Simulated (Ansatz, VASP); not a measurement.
**Al in VASP and in Ansatz**

```xyz
1
Lattice="0.0000 1.9909 1.9909 1.9909 0.0000 1.9909 1.9909 1.9909 0.0000" Properties=species:S:1:pos:R:3 pbc="T T T"
Al    0.0000    0.0000    0.0000
```

Alike in both runs: functional PBE; dispersion D3(BJ); k mesh 18 × 18 × 18; occupations gaussian, width 0.1 eV; no spin polarisation.

Ansatz relaxed the structure, and its values are those at the end. VASP's run is a single point on that final structure, the one shown.

|  | VASP | Ansatz |
| --- | --- | --- |
| version | VASP 6.6.1 | Ansatz 0.2.0 |
| potentials or method | VASP PAW PBE potentials, release 64 (Al), cutoff 500 eV | scalar-relativistic, plane waves, PAW |
| valence electrons in the cell | 3 | 3 |

```csv
,VASP,Ansatz,Ansatz less VASP
gap on the k mesh at the Fermi level (eV),none,none,-
pressure (GPa),0.0,0.0,+0.01
```

A gap of «none» marks a metal or a gap that the smearing closes.
